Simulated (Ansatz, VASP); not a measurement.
## WSe2 in VASP and in Ansatz

The input INCAR:

```
SYSTEM = WSe2
PREC = Accurate
ENCUT = 520
EDIFF = 1E-6
ISMEAR = 0
SIGMA = 0.05
LREAL = .False.
LASPH = .True.
NELM = 100
ALGO = Normal
ISIF = 2
LWAVE = .False.
LCHARG = .False.
GGA = PE
IVDW = 12
NBANDS = 35
```

Contents of KPOINTS:

```
regular mesh
0
Gamma
  9 9 2
  0 0 0
```

File POSCAR:

```
WSe2
1.0
    3.2790216039      0.0000000000      0.0000000000
   -1.6395108019      2.8397160085      0.0000000000
    0.0000000000      0.0000000000     12.7878979243
W Se
2 4
Direct
    0.1493405990      0.4694638484      0.2500000000
    0.6666666667      0.3333333333      0.7500000000
    0.3333333333      0.6666666667      0.6182859564
    0.6666666667      0.3333333333      0.1182859564
    0.3333333333      0.6666666667      0.8817140436
    0.6666666667      0.3333333333      0.3817140436
```

Input for Ansatz:

```yaml
crystal:
  lattice:
    - [3.2790216039, 0.0, 0.0]
    - [-1.6395108019, 2.8397160085, 0.0]
    - [0.0, 0.0, 12.7878979243]
  atoms:
    - { symbol: W, position: [0.149340599, 0.4694638484, 0.25] }
    - { symbol: W, position: [0.6666666667, 0.3333333333, 0.75] }
    - { symbol: Se, position: [0.3333333333, 0.6666666667, 0.6182859564] }
    - { symbol: Se, position: [0.6666666667, 0.3333333333, 0.1182859564] }
    - { symbol: Se, position: [0.3333333333, 0.6666666667, 0.8817140436] }
    - { symbol: Se, position: [0.6666666667, 0.3333333333, 0.3817140436] }
basis:
  ecutwfc: 420
kpoints:
  mp_grid: { grid: [9, 9, 2] }
hamiltonian:
  xc: pbe
  pseudopotentials: { kind: paw, azcp: { folder: soft_1 } }
  dispersion: d3bj
scf:
  occupations: { method: gaussian, width: 0.05 }
output:
  forces: true
  stress: true
  eigenvalues: true
```

Alike in both runs: task single point; functional PBE; dispersion D3(BJ); k mesh 9 × 9 × 2; occupations gaussian, width 0.05 eV; no spin polarisation.

```csv
,VASP,Ansatz
version,VASP 6.6.1,Ansatz 0.2.0
potentials or method,"VASP PAW PBE potentials, release 64 (W_sv, Se), cutoff 520 eV","scalar-relativistic, plane waves, PAW"
valence electrons in the cell,52,92
```

Ansatz gave:

- gap on the k mesh at the Fermi level (eV): none
- pressure (GPa): 9.3
- traceless stress, the component that is largest in VASP (GPa): -9.12
- rms of the force components (eV/Å): 2.456

Which values does VASP return?

gap on the k mesh at the Fermi level (eV): none; pressure (GPa): 9.6; traceless stress, the component that is largest in VASP (GPa): -9.25; rms of the force components (eV/Å): 2.472.

Atom by atom the forces differ by 0.026 eV/Å (rms over components). A gap of «none» marks a metal or a gap that the smearing closes. VASP's potentials hold 52 valence electrons a cell and Ansatz's 92, so a difference there can come from the potentials and not from the codes.

Neither program's run includes spin-orbit coupling.
